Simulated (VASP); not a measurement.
A run of VASP 6.6.1:

The input INCAR:

```
ALGO = Fast
EDIFF = 1E-6
EDIFFG = -0.04
ENCUT = 600
GGA = PE
IBRION = 2
ISIF = 3
ISMEAR = 0
LASPH = True
LCHARG = False
LREAL = False
LWAVE = False
NELM = 60
NSW = 90
PREC = Accurate
SIGMA = 0.1
```

The input KPOINTS:

```
k-points
0
Gamma
  8 8 8
```

The input POSCAR:

```
Mg2W
1.0
   -1.6492917246      1.6492917246      5.3663362456
    1.6492917246     -1.6492917246      5.3663362456
    1.6492917246      1.6492917246     -5.3663362456
Mg W
2 1
Direct
    0.3400000000      0.3400000000      0.0000000000
    0.6600000000      0.6600000000      0.0000000000
    0.0000000000      0.0000000000      0.0000000000
```

Potentials or basis: VASP PAW PBE potentials, release 64 (Mg, W_sv).

Launch:

```sh
$ cat potpaw_PBE.64/Mg/POTCAR potpaw_PBE.64/W_sv/POTCAR > POTCAR
$ mpirun -np 1 vasp_std > vasp.out
```

Hardware: 1 thread of Intel(R) Xeon(R) Platinum 8488C (Sapphire Rapids) (shared host).

Task: How long does it take, and how much memory?

Result: It took 22 min on 1 thread of Intel(R) Xeon(R) Platinum 8488C (Sapphire Rapids) (shared host), peak memory 0.41 GiB. Counts: scf iterations 170, k points 59, ion steps 18.
